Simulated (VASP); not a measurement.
A run of VASP 6.6.1 is set up as follows.

The input INCAR:

```
  ALGO = Normal
  EDIFF = 1E-6
  ENCUT = 520
  GGA = PE
  ISIF = 2
  ISMEAR = -1
  LASPH = True
  LCHARG = False
  LREAL = False
  LWAVE = False
  NBANDS = 19
  NELM = 80
  PREC = Accurate
  SIGMA = 0.1
```

KPOINTS

```
k-points
0
Gamma
  22 22 11
```

The input POSCAR:

```
Zn
1.0
    2.6905837475      0.0000000000      0.0000000000
   -1.3452918738      2.3301138764      0.0000000000
    0.0000000000      0.0000000000      5.0277641045
Zn
2
Direct
    0.3333333333      0.6666666667      0.2500000000
    0.6666666667      0.3333333333      0.7500000000
```

Potentials or basis: VASP PAW PBE potentials, release 64 (Zn).

Launch:

```sh
$ cat potpaw_PBE.64/Zn/POTCAR > POTCAR
$ mpirun -np 1 vasp_std > vasp.out
```

(1) What does it give for the pressure?

(2) Estimate the band gap on the k mesh.

Results:

(1) -2.2 GPa.

(2) zero (band 12 reaches 4.57 eV, above the bottom of band 13 at -0.28 eV).
